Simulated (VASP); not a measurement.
AlN: single point with LDA

Crystal: AlN.

```
Al N
1.0
     3.07093    0.00000    0.00000
    -1.53546    2.65950    0.00000
     0.00000    0.00000    4.91368
Al N
2 2
Direct
  0.66667 0.33333 0.50000
  0.33333 0.66667 0.00000
  0.66667 0.33333 0.88000
  0.33333 0.66667 0.38000
```

This cell differs from its parent crystal: volume scaled by 0.96.

* Program: VASP 6.6.1
* Task: single point
* Functional: LDA
* Potentials or basis: VASP PAW LDA potentials, release 64 (Al, N)
* Cutoff: 520 eV
* k mesh: 10 × 10 × 6
* Occupations: fermi-dirac, width 0.05 eV
* Spin: no spin polarisation

| Item | Value |
| --- | --- |
| Pressure | 4.6 GPa |
| Largest force | 0.151 eV/Å |
| Band gap on the k mesh | 4.61 eV, direct |

Forces on the atoms (eV/Å):
```
Al   0.000  0.000 -0.151
Al   0.000  0.000 -0.151
N    0.000  0.000  0.151
N    0.000  0.000  0.151
```

Stress tensor (GPa, compression positive):
```
4.07 0.00 0.00
0.00 4.07 0.00
0.00 0.00 5.54
```

Levels at points of the mesh, in eV from the valence-band top:
```csv
k point,band 5,band 6,band 7,band 8,band 9,band 10,band 11,band 12
"(0.00, 0.00, 0.00)",-0.85,-0.19,-0.19,0.00,4.61,6.91,10.81,11.26
"(0.50, 0.00, 0.00)",-3.46,-2.13,-1.86,-0.67,5.77,5.81,8.46,10.46
"(0.00, 0.00, 0.50)",-0.53,-0.53,-0.53,-0.53,6.78,6.78,10.49,10.49
"(0.50, 0.00, 0.50)",-1.49,-1.49,-1.40,-1.40,5.34,5.34,9.36,9.36
```

It took 9.8 s on 1 thread of Intel(R) Xeon(R) 6975P-C (Granite Rapids), on a shared host, peak memory 0.15 GiB.

 A k mesh can miss the band edges.
